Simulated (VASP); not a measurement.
Wanted: the native input for a VASP 6.6.1 run.

```
Task                   : single point
Functional             : LDA
Potentials or basis    : VASP PAW LDA potentials, release 64 (V_sv)
Cutoff                 : 520 eV
k mesh                 : 12 × 12 × 12
Occupations            : fermi-dirac, width 0.05 eV
Spin                   : collinear spin, ferromagnetic start
Starting moments       : [2.0] μB
Dipole correction      : no
Further INCAR settings : ALGO = Normal; EDIFF = 1e-06; NBANDS = 16
```

The structure of V lies in POSCAR:

```
V
1.0
   -1.4617389774      1.4617389774      1.4617389774
    1.4617389774     -1.4617389774      1.4617389774
    1.4617389774      1.4617389774     -1.4617389774
V
1
Direct
    0.0000000000      0.0000000000      0.0000000000
```

The input as run:

INCAR

```
SYSTEM = V
  PREC = Accurate
  ENCUT = 520
  EDIFF = 1E-6
  ISMEAR = -1
  SIGMA = 0.05
  LREAL = .False.
  LASPH = .True.
  NELM = 150
  ALGO = Normal
  ISIF = 2
  LWAVE = .False.
  LCHARG = .True.
  ISPIN = 2
  MAGMOM = 2
  LORBIT = 11
  LMAXMIX = 4
  GGA = CA
  LELF = .True.
  LVHAR = .True.
  NBANDS = 16
```

KPOINTS

```
Automatic mesh
0
Gamma
  12 12 12
  0 0 0
```

Potentials or basis: VASP PAW LDA potentials, release 64 (V_sv).

Run with:

```bash
$ cat potpaw_LDA.64/V_sv/POTCAR > POTCAR
$ mpirun -np 1 vasp_std > vasp.out
```

Results of the run:

```
Pressure                                              : 0.5 GPa
Net moment                                            : 0.00 μB per cell
Valence electrons inside the program's atomic spheres : V 11.82
```

Wall time 12 s on 1 thread of Intel(R) Xeon(R) 6975P-C (Granite Rapids), on a shared host, peak memory 0.13 GiB.
